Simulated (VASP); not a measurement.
# Al2Cu (Cm) in VASP: single point with PBE

Aim: the single point of Al2Cu with PBE.

All numbers are computed with VASP 6.6.1; they aren't measurements. Logs are shortened: lines on timing, memory, paths and dates and some standing lists are left out, and cuts for length are marked.

**1. The cell of the first run**

Symmetry: Cm, No. 8, monoclinic system. Conventional cell: a = 5.783 Å, b = 5.783 Å, c = 4.089 Å, α = 90.00°, β = 135.00°, γ = 90.00°. Al (site symmetry 1) has 4 Cu at 2.39 to 2.63 Å and 6 Al at 2.89 Å within 3.2 Å. Cu (site symmetry m) has 8 Al at 2.39 to 2.63 Å within 3.2 Å.

**2. Single point, PBE (mode 4 frozen in at -0.075 Å and mode 5 at -0.037 Å (largest displacements))**

Input file INCAR:

```
SYSTEM = Al2Cu
PREC     = Accurate       ! precision mode
ENCUT    = 520            ! plane-wave cutoff, eV
EDIFF    = 1E-6           ! SCF threshold, eV
ISMEAR   = 0              ! smearing method
SIGMA    = 0.15           ! smearing width, eV
LREAL    = .FALSE.        ! projectors in reciprocal space
LASPH    = .TRUE.         ! aspherical terms in the spheres
NELM     = 80             ! most SCF steps
ALGO     = Fast           ! electronic algorithm
ISIF     = 2              ! what is computed and relaxed
LWAVE    = .FALSE.        ! write WAVECAR
LCHARG   = .FALSE.        ! write CHGCAR
GGA      = PE             ! functional
NBANDS   = 16             ! bands
```

Input file KPOINTS:

```
regular mesh
0
G
  14 14 14
  0 0 0
```

Input file POSCAR:

```
Al2Cu
1.0
   -2.0446004822      2.0446004822      2.8914013846
    2.0446004822     -2.0446004822      2.8914013846
    2.0446004822      2.0446004822     -2.8914013846
Al Cu
2 1
Direct
    0.7435327723      0.2306329011      0.4741656734
    0.2435327723      0.7306329011      0.4741656734
    0.5054919508      0.5164464836      0.0219384344
```

Potentials or basis: VASP PAW PBE potentials, release 64 (Al, Cu).

Run with:

```
> cat potpaw_PBE.64/Al/POTCAR potpaw_PBE.64/Cu/POTCAR > POTCAR
> mpirun -np 1 vasp_std > vasp.out
```

OUTCAR:

```text
SYSTEM = Al2Cu
   PREC = Accurate
   ENCUT = 520
   EDIFF = 1E-6
   ISMEAR = 0
   LREAL = .FALSE.
   LASPH = .TRUE.
   NELM = 80
   ISIF = 2
   GGA = PE

 ion  position               nearest neighbor table
   1  0.744  0.231  0.474-   3 2.39   3 2.47   3 2.55   3 2.63   2 2.89   2 2.89   2 2.89   2 2.89
                             2 2.89   2 2.89
   2  0.244  0.731  0.474-   3 2.39   3 2.47   3 2.55   3 2.63   1 2.89   1 2.89   1 2.89   1 2.89
                             1 2.89   1 2.89
   3  0.505  0.516  0.022-   1 2.39   2 2.39   1 2.47   2 2.47   2 2.55   1 2.55   1 2.63   2 2.63

  LATTYP: Found a body centered tetragonal cell.
 ALAT       =     4.0892009644
 C/A-ratio  =     1.4141644834

  Lattice vectors:

 A1 = (  -2.0446004822,   2.0446004822,   2.8914013846)
 A2 = (   2.0446004822,  -2.0446004822,   2.8914013846)
 A3 = (   2.0446004822,   2.0446004822,  -2.8914013846)

Analysis of symmetry for initial positions (statically):
=====================================================================
 Subroutine PRICEL returns:
 Original cell was already a primitive cell.

 Routine SETGRP: Setting up the symmetry group for a
 body centered tetragonal supercell.

 Subroutine GETGRP returns: Found  2 space group operations
 (whereof  2 operations were pure point group operations)
 out of a pool of 16 trial point group operations.

The static configuration has the point symmetry C_1h.

Analysis of symmetry for dynamics (positions and initial velocities):
=====================================================================
 Subroutine PRICEL returns:
 Original cell was already a primitive cell.

 Routine SETGRP: Setting up the symmetry group for a
 body centered tetragonal supercell.

 Subroutine GETGRP returns: Found  2 space group operations
 (whereof  2 operations were pure point group operations)
 out of a pool of 16 trial point group operations.

The dynamic configuration has the point symmetry C_1h.

 Subroutine INISYM returns: Found  2 space group operations
 (whereof  2 operations are pure point group operations),
 and found     1 'primitive' translations

----------------------------------------------------------------------------------------

                                     Primitive cell

  volume of cell :      48.3488

  direct lattice vectors                    reciprocal lattice vectors
    -2.044600482  2.044600482  2.891401385     0.000000000  0.244546553  0.172926527
     2.044600482 -2.044600482  2.891401385     0.244546553  0.000000000  0.172926527
     2.044600482  2.044600482 -2.891401385     0.244546553  0.244546553  0.000000000

  length of vectors
     4.089130009  4.089130009  4.089130009     0.299510601  0.299510601  0.345841052

  position of ions in fractional coordinates (direct lattice)
     0.743532772  0.230632901  0.474165673
     0.243532772  0.730632901  0.474165673
     0.505491951  0.516446484  0.021938434

  ion indices of the primitive-cell ions
   primitive index   ion index
                 1           1
                 2           2
                 3           3

----------------------------------------------------------------------------------------

 KPOINTS: regular mesh

Automatic generation of k-mesh.
 Grid dimensions read from file:
 generate k-points for:   14   14   14

 Generating k-lattice:

  Cartesian coordinates                     Fractional coordinates (reciprocal lattice)
     0.000000000  0.017467611  0.012351895     0.071428571 -0.000000000  0.000000000
     0.017467611  0.000000000  0.012351895    -0.000000000  0.071428571  0.000000000
     0.017467611  0.017467611  0.000000000     0.000000000  0.000000000  0.071428571

  Length of vectors
     0.021393614  0.021393614  0.024702932

  Shift w.r.t. Gamma in fractional coordinates (k-lattice)
     0.000000000  0.000000000  0.000000000

 Subroutine IBZKPT returns following result:
 ===========================================

 Found    744 irreducible k-points:

 Following reciprocal coordinates:
            Coordinates               Weight
  0.000000  0.000000  0.000000      1.000000
  0.071429  0.000000  0.000000      4.000000
  0.000000  0.071429  0.000000      4.000000
  0.142857  0.000000  0.000000      4.000000
  0.000000  0.142857  0.000000      4.000000
  0.214286  0.000000  0.000000      4.000000
[... 16 lines left out ...]
  0.000000  0.285714 -0.071429      4.000000
 -0.071429 -0.214286  0.000000      4.000000
 [... further k-points ...]
   k-points           NKPTS =    744   k-points in BZ     NKDIM =    744   number of bands    NBANDS=     16
   number of dos      NEDOS =    301   number of ions     NIONS =      3
   total plane-waves  NPLWV =  27000
   dimension x,y,z NGX =    30 NGY =   30 NGZ =   30
   dimension x,y,z NGXF=    60 NGYF=   60 NGZF=   60
   ions per type =               2   1
   NGX,Y,Z   is equivalent  to a cutoff of  12.20, 12.20, 12.20 a.u.
   NGXF,Y,Z  is equivalent  to a cutoff of  24.39, 24.39, 24.39 a.u.
 SYSTEM =  Al2Cu
   PREC   = accura    normal or accurate (medium, high low for compatibility)
   ISTART =      0    job   : 0-new  1-cont  2-samecut
   ICHARG =      2    charge: 1-file 2-atom 10-const
   ISPIN  =      1    spin polarized calculation?
   LNONCOLLINEAR =      F non collinear calculations
   LSORBIT =      F    spin-orbit coupling
   LASPH  =      T    aspherical Exc in radial PAW
   ENCUT  =  520.0 eV  38.22 Ry    6.18 a.u.   7.60  7.60  7.60*2*pi/ulx,y,z
   NELM   =     80;   NELMIN=  2; NELMDL= -5     # of ELM steps
   EDIFF  = 0.1E-05   stopping-criterion for ELM
   LREAL  =      F    real-space projection
   EDIFFG = 0.1E-04   stopping-criterion for IOM
   NSW    =      0    number of steps for IOM
   IBRION =     -1    ionic relax: 0-MD 1-quasi-New 2-CG
   NFREE  =      0    steps in history (QN), initial steepest desc. (CG)
   ISIF   =      2    stress and relaxation
   ISYM   =      2    0-nonsym 1-usesym 2-fastsym
   POTIM  = 0.5000    time-step for ionic-motion
   TEBEG  =    0.0;   TEEND  =   0.0 temperature during run
   PSTRESS=    0.0 pullay stress
   NELECT =      17.0000    total number of electrons
   NUPDOWN=      -1.0000    fix difference up-down
   EMIN   =  10.00;   EMAX   =-10.00  energy-range for DOS
   EFERMI =   0.00;   METHOD = LEGACY
   ISMEAR =     0;   SIGMA  =   0.15  broadening in eV -4-tet -1-fermi 0-gaus
   EFERMI_NEDOS =   21; number of points for ismear=-14 and -15
   IALGO  =     68    algorithm
   IMIX   =      4    mixing-type and parameters
     AMIX     =   0.40;   BMIX     =  1.00
     AMIX_MAG =   1.60;   BMIX_MAG =  1.00
  volume/ion in A,a.u.               =      16.12       108.76
  Fermi-wavevector in a.u.,A,eV,Ry     =   1.155481  2.183542 18.165624  1.335136
  Thomas-Fermi vector in A             =   2.292109
   LORBIT       =      0    0 simple, 1 ext, 2 COOP (PROOUT), +10 PAW based schemes
   GGA     = PE    functional components
   LHFCALC =     F    Hartree Fock is set to
   AEXX    =    0.0000 exact exchange contribution
   IVDW    =     0    specifies the selected vdW correction
   LEPSILON=     F    determine dielectric tensor
   LRPA    =     F    only Hartree local field effects (RPA)
 non-spin polarized calculation
 RMM-DIIS sequential band-by-band and
 Gauss-broadening in eV      SIGMA  =   0.15
  energy-cutoff  :      520.00
  volume of cell :       48.35
 maximum number of plane-waves:      1323
   NGX = 15   NGY = 15   NGZ = 15

 number of electron      16.9999999 magnetization

 Free energy of the ion-electron system (eV)
  ---------------------------------------------------
  ext. energy  EPLUGINS =         0.00000000
  ---------------------------------------------------
  free energy    TOTEN  =       -11.66785437 eV

  energy without entropy =      -11.65719547  energy(sigma->0) =      -11.66252492

 E-fermi :   6.9053     XC(G=0): -10.4033

 val. band max:        6.8993059098   @ k =   0.5000  -0.0000   0.0714
 cond. band min:       6.9082166463   @ k =   0.1429   0.0000   0.0000
 fundamental gap:      0.0089107365
 Fermi energy:         6.9053192146

 k-point     1 :       0.0000    0.0000    0.0000
  band No.  band energies     occupation
      1      -3.2216      2.00000
      2       2.3612      2.00000
      3       2.3849      2.00000
      4       2.3862      2.00000
      5       2.9133      2.00000
      6       2.9262      2.00000
[... 8 lines left out ...]
     15      13.7854      0.00000
     16      13.7876      0.00000

 k-point     2 :       0.0714    0.0000    0.0000
  band No.  band energies     occupation
      1      -3.1539      2.00000
      2       2.3563      2.00000
      3       2.3779      2.00000
      4       2.3960      2.00000
      5       2.9106      2.00000
      6       2.9234      2.00000
[... 8 lines left out ...]
     15      13.0698      0.00000
     16      13.6537      0.00000

 k-point     3 :       0.0000    0.0714    0.0000
  band No.  band energies     occupation
      1      -3.1539      2.00000
      2       2.3451      2.00000
      3       2.3900      2.00000
      4       2.3957      2.00000
      5       2.9104      2.00000
      6       2.9234      2.00000
[... 8 lines left out ...]
     15      13.0680      0.00000
     16      13.6375      0.00000

 k-point     4 :       0.1429    0.0000    0.0000
  band No.  band energies     occupation
      1      -2.9517      2.00000
      2       2.2898      2.00000
      3       2.4035      2.00000
      4       2.4238      2.00000
      5       2.9051      2.00000
      6       2.9177      2.00000
[... 8 lines left out ...]
     15      12.7396      0.00000
     16      13.3502      0.00000
[... 324 lines left out ...]
 k-point    22 :       0.2143    0.0714    0.0000
  band No.  band energies     occupation
      1      -2.4183      2.00000
      2       2.0987      2.00000
      3       2.4548      2.00000
      4       2.4832      2.00000
      5       2.8805      2.00000
      6       2.9376      2.00000
[... 8 lines left out ...]
     15      13.2596      0.00000
     16      15.0428      0.00000

 k-point    23 :       0.0000    0.2857   -0.0714
  band No.  band energies     occupation
      1      -2.4178      2.00000
      2       2.0972      2.00000
      3       2.4554      2.00000
      4       2.4901      2.00000
      5       2.8709      2.00000
      6       2.9435      2.00000
[... 8 lines left out ...]
     15      13.2694      0.00000
     16      15.0414      0.00000

 k-point    24 :      -0.0714   -0.2143    0.0000
  band No.  band energies     occupation
      1      -2.4181      2.00000
      2       2.0932      2.00000
      3       2.4652      2.00000
      4       2.4832      2.00000
      5       2.8783      2.00000
      6       2.9382      2.00000
[... 8 lines left out ...]
     15      13.2549      0.00000
     16      15.0428      0.00000

 [... further k-points ...]

------------------------ aborting loop because EDIFF is reached ----------------------------------------

  FORCE on cell =-STRESS in cart. coord.  units (eV):
  Direction    XX          YY          ZZ          XY          YZ          ZX
  --------------------------------------------------------------------------------------
  -------------------------------------------------------------------------------------
  Total        0.5002652      0.0874867      0.4267680     -0.0768095      0.0000000      0.0000000
  in kB       16.5777508      2.8991269     14.1422039     -2.5453071      0.0000000      0.0000000
  external PRESSURE =      11.2063605 kB  Pullay stress =       0.0000000 kB

 VOLUME and BASIS-vectors are now :
 -----------------------------------------------------------------------------
  energy-cutoff  :      520.00
  volume of cell :       48.35
      direct lattice vectors                 reciprocal lattice vectors
    -2.044600482  2.044600482  2.891401385     0.000000000  0.244546553  0.172926527
     2.044600482 -2.044600482  2.891401385     0.244546553  0.000000000  0.172926527
     2.044600482  2.044600482 -2.891401385     0.244546553  0.244546553  0.000000000

 POSITION                                       TOTAL-FORCE (eV/Angst)
 -----------------------------------------------------------------------------------
     -0.07920      2.01815      1.44570         0.525693      0.165040      0.112494
      1.96540     -0.02645      1.44570         0.525693      0.165040     -0.112494
      0.06725      0.02246      2.89140        -1.051386     -0.330079      0.000000
 -----------------------------------------------------------------------------------
    total drift:                               -0.000016      0.000576      0.000002

  FREE ENERGIE OF THE ION-ELECTRON SYSTEM (eV)
  ---------------------------------------------------
  free  energy   TOTEN  =       -11.6678543651 eV

  energy  without entropy=      -11.6571954681  energy(sigma->0) =      -11.66252492
```

It took 5.2 min on 1 thread of Intel Xeon 6975P-C (Granite Rapids), shared host; peak memory 0.63 GiB.

What came out:

- Free energy: -11.6679 eV
- Pressure: 1.1 GPa
- Largest force: 1.102 eV/Å

Forces in eV/Å, atoms in the order of the input:
```
Al   0.526  0.165  0.112
Al   0.526  0.165 -0.112
Cu  -1.051 -0.330  0.000
```

Stress tensor (GPa, compression positive):
```
 1.66 -0.25  0.00
-0.25  0.29  0.00
 0.00  0.00  1.41
```

Caveat: the cell differs from its parent crystal (mode 4 frozen in at -0.075 Å and mode 5 at -0.037 Å (largest displacements)); forces of over 1 eV/Å act on the atoms, so gaps and moduli don't describe the material at rest.
